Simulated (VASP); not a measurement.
# PtSe2 (P-3m1) in VASP: further runs

The runs below take PtSe2 through single point, with b88 exchange, pbe correlation, PBE-based screened hybrid with 25 % exact exchange.

Everything below comes from runs of VASP 6.6.1. Logs are shortened: lines on timing, memory, paths and dates and some standing lists are left out, and cuts for length are marked.

## Step 1: The cell of the first run

Symmetry: P-3m1, No. 164, trigonal system. Conventional cell: a = 3.751 Å, b = 3.751 Å, c = 8.854 Å, α = 90.00°, β = 90.00°, γ = 120.00°. Within 3.3 Å of Pt (site symmetry -3m) lie 6 Se at 2.53 Å. Se (site symmetry 3m) has 3 Pt at 2.53 Å and 3 Se at 3.39 Å within 3.4 Å.

## Step 2: Single point, b88 exchange, pbe correlation

INCAR

```
SYSTEM = PtSe2
PREC = Accurate
ENCUT = 500
EDIFF = 1E-6
ISMEAR = -1
SIGMA = 0.05
LREAL = .FALSE.
LASPH = .TRUE.
NELM = 120
ALGO = Normal
ISIF = 2
LWAVE = .FALSE.
LCHARG = .FALSE.
GGA = LIBXC
LIBXC1 = GGA_X_B88
LIBXC2 = GGA_C_PBE
NBANDS = 18
GGA_COMPAT = .FALSE.
```

KPOINTS

```
Automatic mesh
0
G
  8 8 5
  0 0 0
```

POSCAR

```
PtSe2
1.0
    3.7506648999      0.0000000000      0.0000000000
   -1.8753324500      3.2481710844      0.0000000000
    0.0000000000      0.0000000000      8.8543237585
Pt Se
1 2
Direct
    0.0000000000      0.0000000000      0.0000000000
    0.6666666667      0.3333333333      0.8524957802
    0.3333333333      0.6666666667      0.1475042198
```

Potentials or basis: VASP PAW PBE potentials, release 64 (Pt, Se).

Started as:

```bash
$ cat potpaw_PBE.64/Pt/POTCAR potpaw_PBE.64/Se/POTCAR > POTCAR
$ mpirun -np 1 vasp_std > vasp.out
```

OUTCAR:

```text
SYSTEM = PtSe2
   PREC = Accurate
   ENCUT = 500
   EDIFF = 1E-6
   ISMEAR = -1
   LREAL = .FALSE.
   LASPH = .TRUE.
   NELM = 120
   ISIF = 2
   GGA = LIBXC

 ion  position               nearest neighbor table
   1  0.000  0.000  0.000-   2 2.53   3 2.53   2 2.53   3 2.53   2 2.53   3 2.53
   2  0.667  0.333  0.852-   1 2.53   1 2.53   1 2.53
   3  0.333  0.667  0.148-   1 2.53   1 2.53   1 2.53

  LATTYP: Found a hexagonal cell.
 ALAT       =     3.7506648999
 C/A-ratio  =     2.3607344284

  Lattice vectors:

 A1 = (   3.7506648999,   0.0000000000,   0.0000000000)
 A2 = (  -1.8753324500,   3.2481710844,   0.0000000000)
 A3 = (   0.0000000000,   0.0000000000,   8.8543237585)

Analysis of symmetry for initial positions (statically):
=====================================================================
 Subroutine PRICEL returns:
 Original cell was already a primitive cell.

 Routine SETGRP: Setting up the symmetry group for a
 hexagonal supercell.

 Subroutine GETGRP returns: Found 12 space group operations
 (whereof 12 operations were pure point group operations)
 out of a pool of 24 trial point group operations.

The static configuration has the point symmetry D_3d.

Analysis of symmetry for dynamics (positions and initial velocities):
=====================================================================
 Subroutine PRICEL returns:
 Original cell was already a primitive cell.

 Routine SETGRP: Setting up the symmetry group for a
 hexagonal supercell.

 Subroutine GETGRP returns: Found 12 space group operations
 (whereof 12 operations were pure point group operations)
 out of a pool of 24 trial point group operations.

The dynamic configuration has the point symmetry D_3d.

 Subroutine INISYM returns: Found 12 space group operations
 (whereof 12 operations are pure point group operations),
 and found     1 'primitive' translations

----------------------------------------------------------------------------------------

                                     Primitive cell

  volume of cell :     107.8705

  direct lattice vectors                    reciprocal lattice vectors
     3.750664900  0.000000000  0.000000000     0.266619393  0.153932778  0.000000000
    -1.875332450  3.248171084  0.000000000     0.000000000  0.307865557  0.000000000
     0.000000000  0.000000000  8.854323758     0.000000000  0.000000000  0.112939173

  length of vectors
     3.750664900  3.750664900  8.854323758     0.307865557  0.307865557  0.112939173

  position of ions in fractional coordinates (direct lattice)
     0.000000000  0.000000000  0.000000000
     0.666666667  0.333333333  0.852495780
     0.333333333  0.666666667  0.147504220

  ion indices of the primitive-cell ions
   primitive index   ion index
                 1           1
                 2           2
                 3           3

----------------------------------------------------------------------------------------

 KPOINTS: Automatic mesh

Automatic generation of k-mesh.
 Grid dimensions read from file:
 generate k-points for:    8    8    5

 Generating k-lattice:

  Cartesian coordinates                     Fractional coordinates (reciprocal lattice)
     0.033327424  0.019241597  0.000000000     0.125000000  0.000000000  0.000000000
     0.000000000  0.038483195  0.000000000     0.000000000  0.125000000  0.000000000
     0.000000000  0.000000000  0.022587835     0.000000000  0.000000000  0.200000000

  Length of vectors
     0.038483195  0.038483195  0.022587835

  Shift w.r.t. Gamma in fractional coordinates (k-lattice)
     0.000000000  0.000000000  0.000000000

 Subroutine IBZKPT returns following result:
 ===========================================

 Found     40 irreducible k-points:

 Following reciprocal coordinates:
            Coordinates               Weight
  0.000000  0.000000  0.000000      1.000000
  0.125000  0.000000  0.000000      6.000000
  0.250000  0.000000  0.000000      6.000000
  0.375000  0.000000  0.000000      6.000000
  0.500000  0.000000  0.000000      3.000000
  0.125000  0.125000  0.000000      6.000000
[... 16 lines left out ...]
 -0.125000  0.500000  0.200000     12.000000
  0.250000  0.250000  0.200000     12.000000
 [... further k-points ...]
   k-points           NKPTS =     40   k-points in BZ     NKDIM =     40   number of bands    NBANDS=     18
   number of dos      NEDOS =    301   number of ions     NIONS =      3
   total plane-waves  NPLWV =  54880
   dimension x,y,z NGX =    28 NGY =   28 NGZ =   70
   dimension x,y,z NGXF=    56 NGYF=   56 NGZF=  140
   ions per type =               1   2
   NGX,Y,Z   is equivalent  to a cutoff of  12.41, 12.41, 13.14 a.u.
   NGXF,Y,Z  is equivalent  to a cutoff of  24.82, 24.82, 26.29 a.u.
 SYSTEM =  PtSe2
   PREC   = accura    normal or accurate (medium, high low for compatibility)
   ISTART =      0    job   : 0-new  1-cont  2-samecut
   ICHARG =      2    charge: 1-file 2-atom 10-const
   ISPIN  =      1    spin polarized calculation?
   LNONCOLLINEAR =      F non collinear calculations
   LSORBIT =      F    spin-orbit coupling
   LASPH  =      T    aspherical Exc in radial PAW
   ENCUT  =  500.0 eV  36.75 Ry    6.06 a.u.   6.84  6.84 16.14*2*pi/ulx,y,z
   NELM   =    120;   NELMIN=  2; NELMDL= -5     # of ELM steps
   EDIFF  = 0.1E-05   stopping-criterion for ELM
   LREAL  =      F    real-space projection
   EDIFFG = 0.1E-04   stopping-criterion for IOM
   NSW    =      0    number of steps for IOM
   IBRION =     -1    ionic relax: 0-MD 1-quasi-New 2-CG
   NFREE  =      0    steps in history (QN), initial steepest desc. (CG)
   ISIF   =      2    stress and relaxation
   ISYM   =      2    0-nonsym 1-usesym 2-fastsym
   POTIM  = 0.5000    time-step for ionic-motion
   TEBEG  =    0.0;   TEEND  =   0.0 temperature during run
   PSTRESS=    0.0 pullay stress
   NELECT =      22.0000    total number of electrons
   NUPDOWN=      -1.0000    fix difference up-down
   EMIN   =  10.00;   EMAX   =-10.00  energy-range for DOS
   EFERMI =   0.00;   METHOD = LEGACY
   ISMEAR =    -1;   SIGMA  =   0.05  broadening in eV -4-tet -1-fermi 0-gaus
   EFERMI_NEDOS =   21; number of points for ismear=-14 and -15
   IALGO  =     38    algorithm
   IMIX   =      4    mixing-type and parameters
     AMIX     =   0.40;   BMIX     =  1.00
     AMIX_MAG =   1.60;   BMIX_MAG =  1.00
  volume/ion in A,a.u.               =      35.96       242.65
  Fermi-wavevector in a.u.,A,eV,Ry     =   0.963640  1.821016 12.634401  0.928602
  Thomas-Fermi vector in A             =   2.093203
   LORBIT       =      0    0 simple, 1 ext, 2 COOP (PROOUT), +10 PAW based schemes
   GGA     = LIBXC    functional components
   LHFCALC =     F    Hartree Fock is set to
   AEXX    =    0.0000 exact exchange contribution
   IVDW    =     0    specifies the selected vdW correction
   LEPSILON=     F    determine dielectric tensor
   LRPA    =     F    only Hartree local field effects (RPA)
 non-spin polarized calculation
  energy-cutoff  :      500.00
  volume of cell :      107.87
 maximum number of plane-waves:      2756
 NGX is ok and might be reduce to    28
   NGX = 13   NGY = 13   NGZ = 33

 number of electron      21.9999998 magnetization

 Free energy of the ion-electron system (eV)
  ---------------------------------------------------
  ext. energy  EPLUGINS =         0.00000000
  ---------------------------------------------------
  free energy    TOTEN  =       -13.89224789 eV

  energy without entropy =      -13.89224757  energy(sigma->0) =      -13.89224773

 E-fermi :   1.2361     XC(G=0):  -6.8549

 val. band max:        0.5207507618   @ k =   0.1250   0.1250   0.0000
 cond. band min:       1.9027818837   @ k =   0.0000   0.2500   0.4000
 fundamental gap:      1.3820311219
 Fermi energy:         1.2360661085

 k-point     1 :       0.0000    0.0000    0.0000
  band No.  band energies     occupation
      1     -13.3860      2.00000
      2     -11.6219      2.00000
      3      -4.4825      2.00000
      4      -4.4825      2.00000
      5      -4.4327      2.00000
      6      -2.2477      2.00000
[... 10 lines left out ...]
     17       8.8782      0.00000
     18       8.8782      0.00000

 k-point     2 :       0.1250    0.0000    0.0000
  band No.  band energies     occupation
      1     -13.2264      2.00000
      2     -11.6356      2.00000
      3      -4.4963      2.00000
      4      -4.3854      2.00000
      5      -4.2755      2.00000
      6      -2.4961      2.00000
[... 10 lines left out ...]
     17       8.7376      0.00000
     18       9.3402      0.00000

 k-point     3 :       0.2500    0.0000    0.0000
  band No.  band energies     occupation
      1     -12.7967      2.00000
      2     -11.6749      2.00000
      3      -4.4823      2.00000
      4      -4.1719      2.00000
      5      -3.9580      2.00000
      6      -3.2549      2.00000
[... 10 lines left out ...]
     17       8.7954      0.00000
     18      10.4310      0.00000

 k-point     4 :       0.3750    0.0000    0.0000
  band No.  band energies     occupation
      1     -12.2681      2.00000
      2     -11.7343      2.00000
      3      -5.0010      2.00000
      4      -4.0397      2.00000
      5      -3.8227      2.00000
      6      -3.0749      2.00000
[... 375 lines left out ...]
      4      -4.1238      2.00000
      5      -3.4760      2.00000
      6      -2.9612      2.00000
[... 10 lines left out ...]
     17       9.1894      0.00000
     18       9.4193      0.00000

 k-point    23 :      -0.1250    0.5000    0.2000
  band No.  band energies     occupation
      1     -12.0056      2.00000
      2     -11.7717      2.00000
      3      -5.1784      2.00000
      4      -4.1241      2.00000
      5      -3.4769      2.00000
      6      -2.9597      2.00000
[... 10 lines left out ...]
     17       9.2824      0.00000
     18       9.7736      0.00000

 k-point    24 :       0.2500    0.2500    0.2000
  band No.  band energies     occupation
      1     -12.0344      2.00000
      2     -11.7477      2.00000
      3      -4.7548      2.00000
      4      -4.1781      2.00000
      5      -3.8030      2.00000
      6      -3.0807      2.00000
[... 10 lines left out ...]
     17       9.5713      0.00000
     18       9.7833      0.00000

 [... further k-points ...]
[... 5 lines left out ...]
  --------------------------------------------------------------------------------------
  -------------------------------------------------------------------------------------
  Total       -0.0365854     -0.0365854      0.0039834      0.0000000      0.0000000      0.0000000
  in kB       -0.5433952     -0.5433952      0.0591645      0.0000000      0.0000000      0.0000000
  external PRESSURE =      -0.3425420 kB  Pullay stress =       0.0000000 kB

 VOLUME and BASIS-vectors are now :
 -----------------------------------------------------------------------------
  energy-cutoff  :      500.00
  volume of cell :      107.87
      direct lattice vectors                 reciprocal lattice vectors
     3.750664900  0.000000000  0.000000000     0.266619393  0.153932778  0.000000000
    -1.875332450  3.248171084  0.000000000     0.000000000  0.307865557  0.000000000
     0.000000000  0.000000000  8.854323758     0.000000000  0.000000000  0.112939173

 POSITION                                       TOTAL-FORCE (eV/Angst)
 -----------------------------------------------------------------------------------
      0.00000      0.00000      0.00000         0.000000      0.000000      0.000000
      1.87533      1.08272      7.54827        -0.000000      0.000000      0.003891
     -0.00000      2.16545      1.30605         0.000000     -0.000000     -0.003891
 -----------------------------------------------------------------------------------
    total drift:                                0.000000      0.000000     -0.000000

  FREE ENERGIE OF THE ION-ELECTRON SYSTEM (eV)
  ---------------------------------------------------
  free  energy   TOTEN  =       -13.8922478932 eV

  energy  without entropy=      -13.8922475749  energy(sigma->0) =      -13.89224773
```

Wall time 42 s (1 thread of AMD EPYC 9R45 (Zen 5), shared host); peak memory 0.23 GiB.

Results:

```yaml
Free_energy: -13.8922 eV
Pressure: 0.0 GPa
Largest_force: 0.004 eV/Å
Band_gap_on_the_k_mesh: 1.38 eV (least direct gap 1.55 eV)
```

Forces in eV/Å, atoms in the order of the input:
```
Pt   0.000  0.000  0.000
Se   0.000  0.000  0.004
Se   0.000  0.000 -0.004
```

Caveat: the PAW data sets were made with another functional, which shifts forces and pressure a little; spin-orbit coupling is left out, which moves the levels of the heavy elements; an odd mesh through Γ misses points on the zone boundary, where band edges can lie.

(Part 1 of 2 ends here.)
